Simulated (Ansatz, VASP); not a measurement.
# One calculation of Zn, two programs

```
Zn
1.0
     2.67242    0.00000    0.00000
    -1.33621    2.31438    0.00000
     0.00000    0.00000    9.08576
Zn
4
Direct
  0.00000 0.00000 0.00000
  0.33333 0.66667 0.25000
  0.00000 0.00000 0.50000
  0.66667 0.33333 0.75000
```

Alike in both runs: functional PBEsol; k mesh 18 × 18 × 6; occupations gaussian, width 0.1 eV; no spin polarisation.

Ansatz relaxed the structure, and its values are those at the end. VASP's run is a single point on that final structure, the one shown.

|  | VASP | Ansatz |
| --- | --- | --- |
| version | VASP 6.6.1 | Ansatz 0.2.0 |
| potentials or method | VASP PAW PBE potentials, release 64 (Zn), cutoff 520 eV | scalar-relativistic, plane waves, PAW |
| valence electrons in the cell | 48 | 48 |

|  | VASP | Ansatz | Ansatz less VASP |
| --- | --- | --- | --- |
| gap on the k mesh at the Fermi level (eV) | none | none | - |
| pressure (GPa) | 0.3 | 0.0 | -0.31 |

VASP's potentials were made for PBE, not for PBEsol. A gap of «none» marks a metal or a gap that the smearing closes.
